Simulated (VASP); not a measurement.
Runs of VASP 6.6.1 on Al7InAs8. The structure is that of space group F-43m (No. 216), or close to it. The cells are those of the table. 

| task | level | cell | k mesh | cutoff (eV) | gap on the mesh (eV) | pressure (GPa) | largest force (eV/Å) |
| --- | --- | --- | --- | --- | --- | --- | --- |
| single point | PBEsol | a = 8.095 Å, angles 60.0°, 16 atoms | 2 × 2 × 2 | 520 | (a) | 0.5 | 0.02 |
| single point | r2SCAN | a = 8.095 Å, angles 60.0°, 16 atoms | 4 × 4 × 4 | 520 | 1.77 | 0.2 | 0.03 |
| single point | PBEsol | a = 8.095 Å, angles 60.0°, 16 atoms | 4 × 4 × 4 | 520 | 1.33 | 0.2 | 0.01 |
| relaxation of cell and atoms | PBEsol | relaxed from a = 8.098 Å, angles 60.0°, 16 atoms | 4 × 4 × 4 | 600 | 1.33 | 0.0 | - |

Alike in all rows: potentials or basis VASP PAW PBE potentials, release 64 (In_d, Al, As); no spin polarisation; smearing gaussian 0.02 eV.

Problem. Estimate the missing entries.

Solution. (a) 1.30.

Caveats: some runs use coarse meshes; the PAW data sets were made with another functional, which shifts forces and pressure a little; spin-orbit coupling is left out, which moves the levels of the heavy elements.

A k mesh can miss the band edges, and the runs leave out spin-orbit coupling on As, In.
